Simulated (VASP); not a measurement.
# Se (P6_3/mmc) in VASP: notebook

Se is run at these levels: PBE; tasks: electric field gradients.

Everything below comes from runs of VASP 6.6.1. Logs are shortened: lines on timing, memory, paths and dates and some standing lists are left out, and cuts for length are marked.

## 1. The cell of the first run

Symmetry: P6_3/mmc, No. 194, hexagonal system. The conventional cell has a = 3.609 Å, b = 3.609 Å, c = 3.736 Å, α = 90.00°, β = 90.00°, γ = 120.00°. Within 3.8 Å of Se (site symmetry -6m2) lie 14 Se at 2.80 to 3.74 Å.

This isn't the form of Se at room conditions, which is trigonal, of chains.

## 2. Electric field gradients, PBE (21.07 Å³/atom)

Input file INCAR:

```
PREC = Accurate ; ENCUT = 520
EDIFF = 1E-8 ; ISMEAR = -1
SIGMA = 0.03 ; LREAL = False
LASPH = True ; NELM = 80
ALGO = Normal ; ISIF = 2
LWAVE = False ; LCHARG = False
GGA = PE ; LEFG = True
NBANDS = 13
```

Input file KPOINTS:

```
Automatic mesh
0
Gamma
  19 19 10
```

Input file POSCAR:

```
Se
1.0
    3.6092353013      0.0000000000      0.0000000000
   -1.8046176506      3.1256894592      0.0000000000
    0.0000000000      0.0000000000      3.7356380842
Se
2
Direct
    0.3333333333      0.6666666667      0.2500000000
    0.6666666667      0.3333333333      0.7500000000
```

Potentials or basis: VASP PAW PBE potentials, release 64 (Se).

On the command line:

```
$ cat potpaw_PBE.64/Se/POTCAR > POTCAR
$ mpirun -np 1 vasp_std > vasp.out
```

OUTCAR:

```text
PREC = Accurate
   ENCUT = 520
   EDIFF = 1E-8
   ISMEAR = -1
   LREAL = False
   LASPH = True
   NELM = 80
   ISIF = 2
   GGA = PE

 ion  position               nearest neighbor table
   1  0.333  0.667  0.250-
   2  0.667  0.333  0.750-

  LATTYP: Found a hexagonal cell.
 ALAT       =     3.6092353013
 C/A-ratio  =     1.0350220399

  Lattice vectors:

 A1 = (   3.6092353013,   0.0000000000,   0.0000000000)
 A2 = (  -1.8046176506,   3.1256894592,   0.0000000000)
 A3 = (   0.0000000000,   0.0000000000,   3.7356380842)

Analysis of symmetry for initial positions (statically):
=====================================================================
 Subroutine PRICEL returns:
 Original cell was already a primitive cell.

 Routine SETGRP: Setting up the symmetry group for a
 hexagonal supercell.

 Subroutine GETGRP returns: Found 24 space group operations
 (whereof 12 operations were pure point group operations)
 out of a pool of 24 trial point group operations.

The static configuration has the point symmetry D_3d.
 The point group associated with its full space group is D_6h.

Analysis of symmetry for dynamics (positions and initial velocities):
=====================================================================
 Subroutine PRICEL returns:
 Original cell was already a primitive cell.

 Routine SETGRP: Setting up the symmetry group for a
 hexagonal supercell.

 Subroutine GETGRP returns: Found 24 space group operations
 (whereof 12 operations were pure point group operations)
 out of a pool of 24 trial point group operations.

The dynamic configuration has the point symmetry D_3d.
 The point group associated with its full space group is D_6h.

 Subroutine INISYM returns: Found 24 space group operations
 (whereof 12 operations are pure point group operations),
 and found     1 'primitive' translations

----------------------------------------------------------------------------------------

                                     Primitive cell

  volume of cell :      42.1430

  direct lattice vectors                    reciprocal lattice vectors
     3.609235301  0.000000000  0.000000000     0.277067001  0.159964707  0.000000000
    -1.804617651  3.125689459  0.000000000     0.000000000  0.319929415  0.000000000
     0.000000000  0.000000000  3.735638084     0.000000000  0.000000000  0.267691885

  length of vectors
     3.609235301  3.609235301  3.735638084     0.319929415  0.319929415  0.267691885

  position of ions in fractional coordinates (direct lattice)
     0.333333333  0.666666667  0.250000000
     0.666666667  0.333333333  0.750000000

  ion indices of the primitive-cell ions
   primitive index   ion index
                 1           1
                 2           2

----------------------------------------------------------------------------------------

 KPOINTS: Automatic mesh

Automatic generation of k-mesh.
 Grid dimensions read from file:
 generate k-points for:   19   19   10

 Generating k-lattice:

  Cartesian coordinates                     Fractional coordinates (reciprocal lattice)
     0.014582474  0.008419195  0.000000000     0.052631579  0.000000000  0.000000000
     0.000000000  0.016838390  0.000000000     0.000000000  0.052631579  0.000000000
     0.000000000  0.000000000  0.026769188     0.000000000  0.000000000  0.100000000

  Length of vectors
     0.016838390  0.016838390  0.026769188

  Shift w.r.t. Gamma in fractional coordinates (k-lattice)
     0.000000000  0.000000000  0.000000000

 Subroutine IBZKPT returns following result:
 ===========================================

 Found    240 irreducible k-points:

 Following reciprocal coordinates:
            Coordinates               Weight
  0.000000  0.000000  0.000000      1.000000
  0.052632 -0.000000  0.000000      6.000000
  0.105263 -0.000000  0.000000      6.000000
  0.157895  0.000000  0.000000      6.000000
  0.210526  0.000000  0.000000      6.000000
  0.263158 -0.000000  0.000000      6.000000
[... 16 lines left out ...]
  0.263158  0.105263  0.000000     12.000000
  0.315789  0.105263  0.000000     12.000000
 [... further k-points ...]
   k-points           NKPTS =    240   k-points in BZ     NKDIM =    240   number of bands    NBANDS=     13
   number of dos      NEDOS =    301   number of ions     NIONS =      2
   total plane-waves  NPLWV =  21952
   dimension x,y,z NGX =    28 NGY =   28 NGZ =   28
   dimension x,y,z NGXF=    56 NGYF=   56 NGZF=   56
   ions per type =               2
   NGX,Y,Z   is equivalent  to a cutoff of  12.90, 12.90, 12.46 a.u.
   NGXF,Y,Z  is equivalent  to a cutoff of  25.79, 25.79, 24.92 a.u.
 SYSTEM =  unknown system
   PREC   = accura    normal or accurate (medium, high low for compatibility)
   ISTART =      0    job   : 0-new  1-cont  2-samecut
   ICHARG =      2    charge: 1-file 2-atom 10-const
   ISPIN  =      1    spin polarized calculation?
   LNONCOLLINEAR =      F non collinear calculations
   LSORBIT =      F    spin-orbit coupling
   LASPH  =      T    aspherical Exc in radial PAW
   ENCUT  =  520.0 eV  38.22 Ry    6.18 a.u.   6.71  6.71  6.95*2*pi/ulx,y,z
   NELM   =     80;   NELMIN=  2; NELMDL= -5     # of ELM steps
   EDIFF  = 0.1E-07   stopping-criterion for ELM
   LREAL  =      F    real-space projection
   EDIFFG = 0.1E-06   stopping-criterion for IOM
   NSW    =      0    number of steps for IOM
   IBRION =     -1    ionic relax: 0-MD 1-quasi-New 2-CG
   NFREE  =      0    steps in history (QN), initial steepest desc. (CG)
   ISIF   =      2    stress and relaxation
   ISYM   =      2    0-nonsym 1-usesym 2-fastsym
   POTIM  = 0.5000    time-step for ionic-motion
   TEBEG  =    0.0;   TEEND  =   0.0 temperature during run
   PSTRESS=    0.0 pullay stress
   NELECT =      12.0000    total number of electrons
   NUPDOWN=      -1.0000    fix difference up-down
   EMIN   =  10.00;   EMAX   =-10.00  energy-range for DOS
   EFERMI =   0.00;   METHOD = LEGACY
   ISMEAR =    -1;   SIGMA  =   0.03  broadening in eV -4-tet -1-fermi 0-gaus
   EFERMI_NEDOS =   21; number of points for ismear=-14 and -15
   IALGO  =     38    algorithm
   IMIX   =      4    mixing-type and parameters
     AMIX     =   0.40;   BMIX     =  1.00
     AMIX_MAG =   1.60;   BMIX_MAG =  1.00
  volume/ion in A,a.u.               =      21.07       142.20
  Fermi-wavevector in a.u.,A,eV,Ry     =   1.077027  2.035286 15.782587  1.159987
  Thomas-Fermi vector in A             =   2.212928
   LORBIT       =      0    0 simple, 1 ext, 2 COOP (PROOUT), +10 PAW based schemes
   GGA     = PE    functional components
   LHFCALC =     F    Hartree Fock is set to
   AEXX    =    0.0000 exact exchange contribution
   IVDW    =     0    specifies the selected vdW correction
   LEPSILON=     F    determine dielectric tensor
   LRPA    =     F    only Hartree local field effects (RPA)
 non-spin polarized calculation
  energy-cutoff  :      520.00
  volume of cell :       42.14
 maximum number of plane-waves:      1154
 NGX is ok and might be reduce to    28
   NGX = 13   NGY = 13   NGZ = 13

 number of electron      12.0000000 magnetization

 Free energy of the ion-electron system (eV)
  ---------------------------------------------------
  ext. energy  EPLUGINS =         0.00000000
  ---------------------------------------------------
  free energy    TOTEN  =        -6.24840664 eV

  energy without entropy =       -6.24613445  energy(sigma->0) =       -6.24727054

 E-fermi :   5.4147     XC(G=0): -10.2840

 val. band max:        5.4075072311   @ k =   0.1053   0.0526   0.4000
 cond. band min:       5.4264226780   @ k =   0.1053   0.1053   0.1000
 fundamental gap:      0.0189154469
 Fermi energy:         5.4146538020

 k-point     1 :       0.0000    0.0000    0.0000
  band No.  band energies     occupation
      1     -11.0882      2.00000
      2      -4.6535      2.00000
      3       0.3720      2.00000
      4       2.8585      2.00000
      5       2.8585      2.00000
      6       6.1959      0.00000
      7       6.1959      0.00000
      8       9.0211      0.00000
      9       9.3191      0.00000
     10      12.6351      0.00000
     11      15.4958      0.00000
     12      15.4958      0.00000
     13      17.1911      0.00000
[... 354 lines left out ...]
  band No.  band energies     occupation
      1      -9.5657      2.00000
      2      -6.6024      2.00000
      3       0.4438      2.00000
      4       1.9938      2.00000
      5       2.0500      2.00000
      6       4.9168      2.00000
      7       5.5343      0.03644
      8       7.4886      0.00000
      9      10.2871      0.00000
     10      14.0608      0.00000
     11      14.1895      0.00000
     12      17.4024      0.00000
     13      17.4417      0.00000

 [... further k-points ...]

------------------------ aborting loop because EDIFF is reached ----------------------------------------

  FORCE on cell =-STRESS in cart. coord.  units (eV):
  Direction    XX          YY          ZZ          XY          YZ          ZX
  --------------------------------------------------------------------------------------
  -------------------------------------------------------------------------------------
  Total        1.0127086      1.0127086      1.6902548      0.0000000      0.0000000      0.0000000
  in kB       38.5007574     38.5007574     64.2594398      0.0000000      0.0000000      0.0000000
  external PRESSURE =      47.0869848 kB  Pullay stress =       0.0000000 kB

 VOLUME and BASIS-vectors are now :
 -----------------------------------------------------------------------------
  energy-cutoff  :      520.00
  volume of cell :       42.14
      direct lattice vectors                 reciprocal lattice vectors
     3.609235301  0.000000000  0.000000000     0.277067001  0.159964707  0.000000000
    -1.804617651  3.125689459  0.000000000     0.000000000  0.319929415  0.000000000
     0.000000000  0.000000000  3.735638084     0.000000000  0.000000000  0.267691885

 POSITION                                       TOTAL-FORCE (eV/Angst)
 -----------------------------------------------------------------------------------
     -0.00000      2.08379      0.93391        -0.000000     -0.000000      0.000000
      1.80462      1.04190      2.80173         0.000000      0.000000      0.000000
 -----------------------------------------------------------------------------------
    total drift:                               -0.000000      0.000000      0.000000

  FREE ENERGIE OF THE ION-ELECTRON SYSTEM (eV)
  ---------------------------------------------------
  free  energy   TOTEN  =        -6.2484066384 eV

  energy  without entropy=       -6.2461344478  energy(sigma->0) =       -6.24727054

 Electric field gradients (V/A^2)
---------------------------------------------------------------------
 ion       V_xx      V_yy      V_zz      V_xy      V_xz      V_yz
---------------------------------------------------------------------
   1     -62.293   -62.293   124.587     0.000     0.000    -0.000
   2     -62.293   -62.293   124.587     0.000    -0.000     0.000
---------------------------------------------------------------------

 Electric field gradients after diagonalization (V/A^2)
 (convention: |V_zz| > |V_xx| > |V_yy|)
----------------------------------------------------------------------
 ion       V_xx      V_yy      V_zz     asymmetry (V_yy - V_xx)/ V_zz
----------------------------------------------------------------------
   1     -62.294   -62.293   124.587       0.000
   2     -62.294   -62.293   124.587       0.000
----------------------------------------------------------------------

           NMR quadrupolar parameters

 Cq : quadrupolar parameter    Cq=e*Q*V_zz/h
 eta: asymmetry parameters     (V_yy - V_xx)/ V_zz
 Q  : nuclear electric quadrupole moment in mb (millibarn)
----------------------------------------------------------------------
 ion       Cq(MHz)       eta       Q (mb)
----------------------------------------------------------------------
   1       0.301       0.000       1.000
   2       0.301       0.000       1.000
----------------------------------------------------------------------
```

Run time: 35 s. Hardware: 1 thread of Intel Xeon 6975P-C (Granite Rapids), shared host; peak memory 0.23 GiB.

Results:

```yaml
Free_energy: -6.2484 eV
Pressure: 4.7 GPa
Band_gap_on_the_k_mesh: zero (bands 6 and 7 overlap by 2.12 eV)
Largest_electric_field_gradient_by_atom: Se +124.6 V/Å²
```

Electric field gradients, principal values (V/Å²):
```
atom    least   middle  greatest (by size)
1 Se  -62.293  -62.294             124.587
2 Se  -62.293  -62.294             124.587
```

Caveat: the cell stands under pressure; without QUAD_EFG the Cq values of the log hold for a quadrupole moment of 1 mb, not for the nuclei.

(Part 1 of 2 ends here.)
